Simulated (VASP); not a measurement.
# Cs (P6_3/mmc) in VASP: a series of runs

The runs below take Cs through relaxation of shape and atoms at fixed volume, with PBE.

Everything below comes from runs of VASP 6.6.1. Logs are shortened: lines on timing, memory, paths and dates and some standing lists are left out, and cuts for length are marked.

### 1 The cell of the first run

The structure is hexagonal, space group P6_3/mmc (No. 194). The conventional cell has a = 4.757 Å, b = 4.757 Å, c = 15.461 Å, α = 90.00°, β = 90.00°, γ = 120.00°.

This isn't the form of Cs at room conditions, which is bcc.

### 2 Relaxation of shape and atoms at fixed volume, PBE

INCAR reads:

```
  PREC = Accurate
  ENCUT = 600
  EDIFF = 1E-6
  ISMEAR = -1
  SIGMA = 0.05
  LREAL = F
  LASPH = T
  NELM = 60
  ALGO = Normal
  ISIF = 4
  LWAVE = F
  LCHARG = F
  GGA = PE
  IBRION = 2
  NSW = 50
  EDIFFG = -0.005
```

KPOINTS reads:

```
regular mesh
0
Gamma
  7 7 2
```

POSCAR reads:

```
Cs
1.0
    4.7572499362      0.0000000000      0.0000000000
   -2.3786249681      4.1198992969      0.0000000000
    0.0000000000      0.0000000000     15.4610622925
Cs
4
Direct
    0.0000000000      0.0000000000      0.0000000000
    0.0000000000      0.0000000000      0.5000000000
    0.3333333333      0.6666666667      0.2500000000
    0.6666666667      0.3333333333      0.7500000000
```

Potentials or basis: VASP PAW PBE potentials, release 64 (Cs_sv).

The run is started by

```bash
> cat potpaw_PBE.64/Cs_sv/POTCAR > POTCAR
> mpirun -np 1 vasp_std > vasp.out
```

OUTCAR:

```text
PREC = Accurate
   ENCUT = 600
   EDIFF = 1E-6
   ISMEAR = -1
   LREAL = F
   LASPH = T
   NELM = 60
   ISIF = 4
   GGA = PE
   IBRION = 2
   NSW = 50
   EDIFFG = -0.005

 ion  position               nearest neighbor table
   1  0.000  0.000  0.000-
   2  0.000  0.000  0.500-
   3  0.333  0.667  0.250-
   4  0.667  0.333  0.750-

  LATTYP: Found a hexagonal cell.
 ALAT       =     4.7572499362
 C/A-ratio  =     3.2500000000

  Lattice vectors:

 A1 = (   4.7572499362,   0.0000000000,   0.0000000000)
 A2 = (  -2.3786249681,   4.1198992969,   0.0000000000)
 A3 = (   0.0000000000,   0.0000000000,  15.4610622925)

Analysis of symmetry for initial positions (statically):
=====================================================================
 Subroutine PRICEL returns:
 Original cell was already a primitive cell.

 Routine SETGRP: Setting up the symmetry group for a
 hexagonal supercell.

 Subroutine GETGRP returns: Found 24 space group operations
 (whereof 12 operations were pure point group operations)
 out of a pool of 24 trial point group operations.

The static configuration has the point symmetry D_3d.
 The point group associated with its full space group is D_6h.

Analysis of symmetry for dynamics (positions and initial velocities):
=====================================================================
 Subroutine PRICEL returns:
 Original cell was already a primitive cell.

 Routine SETGRP: Setting up the symmetry group for a
 hexagonal supercell.

 Subroutine GETGRP returns: Found 24 space group operations
 (whereof 12 operations were pure point group operations)
 out of a pool of 24 trial point group operations.

The dynamic configuration has the point symmetry D_3d.
 The point group associated with its full space group is D_6h.

 Subroutine INISYM returns: Found 24 space group operations
 (whereof 12 operations are pure point group operations),
 and found     1 'primitive' translations

----------------------------------------------------------------------------------------

                                     Primitive cell

  volume of cell :     303.0274
[... 78 lines left out ...]
   ISPIN  =      1    spin polarized calculation?
   LNONCOLLINEAR =      F non collinear calculations
   LSORBIT =      F    spin-orbit coupling
   LASPH  =      T    aspherical Exc in radial PAW
   ENCUT  =  600.0 eV  44.10 Ry    6.64 a.u.   9.50  9.50 30.88*2*pi/ulx,y,z
   NELM   =     60;   NELMIN=  2; NELMDL= -5     # of ELM steps
   EDIFF  = 0.1E-05   stopping-criterion for ELM
   LREAL  =      F    real-space projection
   EDIFFG = -.5E-02   stopping-criterion for IOM
   NSW    =     50    number of steps for IOM
   IBRION =      2    ionic relax: 0-MD 1-quasi-New 2-CG
   NFREE  =      1    steps in history (QN), initial steepest desc. (CG)
   ISIF   =      4    stress and relaxation
   ISYM   =      2    0-nonsym 1-usesym 2-fastsym
   POTIM  = 0.5000    time-step for ionic-motion
   TEBEG  =    0.0;   TEEND  =   0.0 temperature during run
   PSTRESS=    0.0 pullay stress
   NELECT =      36.0000    total number of electrons
   NUPDOWN=      -1.0000    fix difference up-down
   EMIN   =  10.00;   EMAX   =-10.00  energy-range for DOS
   EFERMI =   0.00;   METHOD = LEGACY
   ISMEAR =    -1;   SIGMA  =   0.05  broadening in eV -4-tet -1-fermi 0-gaus
   EFERMI_NEDOS =   21; number of points for ismear=-14 and -15
   IALGO  =     38    algorithm
   IMIX   =      4    mixing-type and parameters
     AMIX     =   0.40;   BMIX     =  1.00
     AMIX_MAG =   1.60;   BMIX_MAG =  1.00
  volume/ion in A,a.u.               =      75.76       511.23
  Fermi-wavevector in a.u.,A,eV,Ry     =   0.804788  1.520830  8.812280  0.647684
  Thomas-Fermi vector in A             =   1.912911
   LORBIT       =      0    0 simple, 1 ext, 2 COOP (PROOUT), +10 PAW based schemes
   GGA     = PE    functional components
   LHFCALC =     F    Hartree Fock is set to
   AEXX    =    0.0000 exact exchange contribution
   IVDW    =     0    specifies the selected vdW correction
   LEPSILON=     F    determine dielectric tensor
   LRPA    =     F    only Hartree local field effects (RPA)
 conjugate gradient relaxation of ions
 non-spin polarized calculation
  energy-cutoff  :      600.00
  volume of cell :      303.03
 maximum number of plane-waves:     10202
 NGX is ok and might be reduce to    40
   NGX = 19   NGY = 19   NGZ = 61

 number of electron      35.9999999 magnetization

 Free energy of the ion-electron system (eV)
  ---------------------------------------------------
  ext. energy  EPLUGINS =         0.00000000
  ---------------------------------------------------
  free energy    TOTEN  =        -2.79030332 eV

  energy without entropy =       -2.74881439  energy(sigma->0) =       -2.76955885

 E-fermi :   1.7409     XC(G=0):  -6.5845

 val. band max:        1.7155792043   @ k =   0.2857   0.1429   0.0000
 cond. band min:       1.7666368539   @ k =   0.4286   0.1429   0.0000
 fundamental gap:      0.0510576496
 Fermi energy:         1.7409067633

 k-point     1 :       0.0000    0.0000    0.0000
  band No.  band energies     occupation
      1     -21.9860      2.00000
      2     -21.9688      2.00000
      3     -21.9608      2.00000
      4     -21.9434      2.00000
      5      -9.1000      2.00000
      6      -8.8564      2.00000
[... 389 lines left out ...]
     21       2.6844      0.00000
     22       2.6846      0.00000

------------------------ aborting loop because EDIFF is reached ----------------------------------------

  FORCE on cell =-STRESS in cart. coord.  units (eV):
  Direction    XX          YY          ZZ          XY          YZ          ZX
  --------------------------------------------------------------------------------------
  -------------------------------------------------------------------------------------
  Total        3.1596895      3.1596895      3.1461370     -0.0000000      0.0000000      0.0000000
  in kB       16.7060234     16.7060234     16.6343685     -0.0000000      0.0000000      0.0000000
  external PRESSURE =      16.6821384 kB  Pullay stress =       0.0000000 kB

 VOLUME and BASIS-vectors are now :
 -----------------------------------------------------------------------------
  energy-cutoff  :      600.00
  volume of cell :      303.03
      direct lattice vectors                 reciprocal lattice vectors
     4.757249936  0.000000000  0.000000000     0.210205479  0.121362190  0.000000000
    -2.378624968  4.119899297  0.000000000     0.000000000  0.242724379  0.000000000
     0.000000000  0.000000000 15.461062292     0.000000000  0.000000000  0.064678609

 POSITION                                       TOTAL-FORCE (eV/Angst)
 -----------------------------------------------------------------------------------
      0.00000      0.00000      0.00000        -0.000000      0.000000      0.000000
      0.00000      0.00000      7.73053        -0.000000      0.000000      0.000000
     -0.00000      2.74660      3.86527         0.000000      0.000000      0.000000
      2.37862      1.37330     11.59580        -0.000000     -0.000000     -0.000000
 -----------------------------------------------------------------------------------
    total drift:                                0.000000      0.000000     -0.000000

  FREE ENERGIE OF THE ION-ELECTRON SYSTEM (eV)
  ---------------------------------------------------
  free  energy   TOTEN  =        -2.7903033155 eV

  energy  without entropy=       -2.7488143851  energy(sigma->0) =       -2.76955885

 reached required accuracy - stopping structural energy minimisation
```

OSZICAR:

```text
N       E                     dE             d eps       ncg     rms          rms(c)
DAV:   1     0.300304366525E+03    0.30030E+03   -0.14246E+04   704   0.143E+03
DAV:   2     0.366768134820E+02   -0.26363E+03   -0.26005E+03  1020   0.223E+02
DAV:   3    -0.202939362671E+01   -0.38706E+02   -0.38259E+02   890   0.903E+01
DAV:   4    -0.280175935799E+01   -0.77237E+00   -0.77119E+00   878   0.162E+01
DAV:   5    -0.280830264455E+01   -0.65433E-02   -0.65407E-02   884   0.148E+00    0.477E-01
DAV:   6    -0.279360334124E+01    0.14699E-01   -0.22498E-02   884   0.660E-01    0.258E-01
DAV:   7    -0.278961428216E+01    0.39891E-02   -0.20439E-02   866   0.630E-01    0.114E-01
DAV:   8    -0.279027956386E+01   -0.66528E-03   -0.95612E-04   884   0.183E-01    0.152E-02
DAV:   9    -0.279030610042E+01   -0.26537E-04   -0.19789E-05   860   0.234E-02    0.731E-03
DAV:  10    -0.279030374535E+01    0.23551E-05   -0.44420E-06   628   0.984E-03    0.166E-03
DAV:  11    -0.279030331554E+01    0.42980E-06   -0.32512E-07   574   0.335E-03
   1 F= -.27903033E+01 E0= -.27695589E+01  d E =-.279030E+01
```

CONTCAR:

```text
Cs
   1.00000000000000
     4.7572499362000000    0.0000000000000000    0.0000000000000000
    -2.3786249681000000    4.1198992968999999    0.0000000000000000
     0.0000000000000000    0.0000000000000000   15.4610622924999994
  Cs
     4
Direct
     0.0000000000000000    0.0000000000000000    0.0000000000000000
     0.0000000000000000    0.0000000000000000    0.5000000000000000
     0.3333333332999970    0.6666666667000030    0.2500000000000000
     0.6666666667000030    0.3333333332999970    0.7500000000000000

  0.00000000E+00  0.00000000E+00  0.00000000E+00
  0.00000000E+00  0.00000000E+00  0.00000000E+00
  0.00000000E+00  0.00000000E+00  0.00000000E+00
  0.00000000E+00  0.00000000E+00  0.00000000E+00
```

Run time: 59 s. Hardware: 1 thread of Intel Xeon 6975P-C (Granite Rapids), shared host; peak memory 0.49 GiB.

What came out:

- Free energy: -2.7903 eV
- Pressure after relaxing: 1.7 GPa
- Band gap on the k mesh: zero (bands 18 and 19 overlap by 1.60 eV)

Final structure:
```
Cs
1.0
     4.75725    0.00000    0.00000
    -2.37862    4.11990    0.00000
     0.00000    0.00000   15.46106
Cs
4
Direct
  0.00000 0.00000 0.00000
  0.00000 0.00000 0.50000
  0.33333 0.66667 0.25000
  0.66667 0.33333 0.75000
```

Caveat: spin-orbit coupling is left out, which moves the levels of the heavy elements.

### 3 Relaxation of shape and atoms at fixed volume, PBE

This run uses another cell than the first one, of 99.07 Å³/atom.

INCAR reads:

```
SYSTEM = Cs
PREC = Accurate
ENCUT = 600
EDIFF = 1E-7
ISMEAR = -1
SIGMA = 0.05
LREAL = .FALSE.
LASPH = .TRUE.
NELM = 60
ALGO = Normal
ISIF = 4
LWAVE = .FALSE.
LCHARG = .FALSE.
GGA = PE
IBRION = 2
NSW = 50
EDIFFG = -0.005
```

KPOINTS reads:

```
Automatic mesh
0
G
  7 7 2
  0 0 0
```

POSCAR reads:

```
Cs
1.0
    5.2022492787      0.0000000000      0.0000000000
   -2.6011246393      4.5052800322      0.0000000000
    0.0000000000      0.0000000000     16.9073101555
Cs
4
Direct
    0.0000000000      0.0000000000      0.0000000000
    0.0000000000      0.0000000000      0.5000000000
    0.3333333333      0.6666666667      0.2500000000
    0.6666666667      0.3333333333      0.7500000000
```

Potentials or basis: VASP PAW PBE potentials, release 64 (Cs_sv).

The run is started by

```bash
> cat potpaw_PBE.64/Cs_sv/POTCAR > POTCAR
> mpirun -np 1 vasp_std > vasp.out
```

It took 4.3 min on 1 thread of Intel Xeon 6975P-C (Granite Rapids), shared host; peak memory 0.63 GiB.

Results (log left out):

| Quantity | Value |
| --- | --- |
| Free energy | -3.3458 eV |
| Energy gained by relaxing | 0.0 meV/atom |
| Ionic steps | 4 |
| Pressure after relaxing | 0.4 GPa |
| Band gap on the k mesh | zero (bands 18 and 19 overlap by 1.62 eV) |

The path:
| step | energy change (eV) | largest force (eV/Å) | pressure (GPa) | volume (Å³) |
| --- | --- | --- | --- | --- |
| 1 | 0.0000 | 0.0000 | 0.42 | 396.27 |
| 2 | -0.0001 | 0.0000 | 0.42 | 396.27 |
| 3 | -0.0002 | 0.0000 | 0.42 | 396.27 |
| 4 | -0.0002 | 0.0000 | 0.42 | 396.27 |

Final structure:
```cif
data_structure
_symmetry_space_group_name_H-M 'P 1'
_symmetry_Int_Tables_number 1
_cell_length_a 5.1863
_cell_length_b 5.1863
_cell_length_c 17.0114
_cell_angle_alpha 90.000
_cell_angle_beta 90.000
_cell_angle_gamma 120.000
_cell_volume 396.27
loop_
_atom_site_label
_atom_site_type_symbol
_atom_site_fract_x
_atom_site_fract_y
_atom_site_fract_z
_atom_site_occupancy
Cs1 Cs 0.00000 0.00000 0.00000 1
Cs2 Cs 0.00000 0.00000 0.50000 1
Cs3 Cs 0.33333 0.66667 0.25000 1
Cs4 Cs 0.66667 0.33333 0.75000 1
```

Levels at points of the mesh, in eV from the Fermi level:
```tsv
k point	band 16	band 17	band 18	band 19	band 20	band 21
(0.00, 0.00, 0.00)	-10.51	-1.84	-1.15	-1.15	-0.11	0.90
(0.00, 0.00, 0.50)	-10.52	-1.66	-1.66	-0.49	-0.49	1.15
```

Caveat: spin-orbit coupling is left out, which moves the levels of the heavy elements.

The gap in the log of VASP goes by the Fermi energy; the results here count the filled bands.